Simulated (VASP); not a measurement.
Crystal: SrO.

```
Sr O
1.0
     0.00000    2.57989    2.57989
     2.57989    0.00000    2.57989
     2.57989    2.57989    0.00000
Sr O
1 1
Cartesian
  2.5799 2.5799 2.5799
  0.0000 0.0000 0.0000
```

Base run:

| Property | Result |
| --- | --- |
| Program | VASP 6.6.1 |
| Functional | PBEsol |
| Dispersion | D4 |
| Potentials or basis | VASP PAW PBE potentials, release 64 (Sr_sv, O) |
| Cutoff | 520 eV |
| k mesh | 6 × 6 × 6 |
| Occupations | gaussian, width 0.01 eV |
| Spin | no spin polarisation |

Its results: band gap on the k mesh 3.16 eV (least direct gap 3.26 eV); pressure -2.4 GPa.

After a change of settings the same cell gave: band gap on the k mesh 3.75 eV (least direct gap 3.84 eV); pressure 0.5 GPa. Which change was it?
A. dispersion from D4 to none; occupations from gaussian, width 0.01 eV to tetrahedron
B. dispersion from D4 to none; further incar settings from ALGO = Normal; EDIFF = 1e-06; NBANDS = 15 to ALGO = Normal; EDIFF = 1e-06; NBANDS = 15; ISYM = 0
C. functional from PBEsol to r2SCAN; dispersion from D4 to none
D. dispersion from D4 to none; occupations from gaussian, width 0.01 eV to gaussian, width 0.05 eV

C.

Caveats: the PAW data sets were made with another functional, which shifts forces and pressure a little.
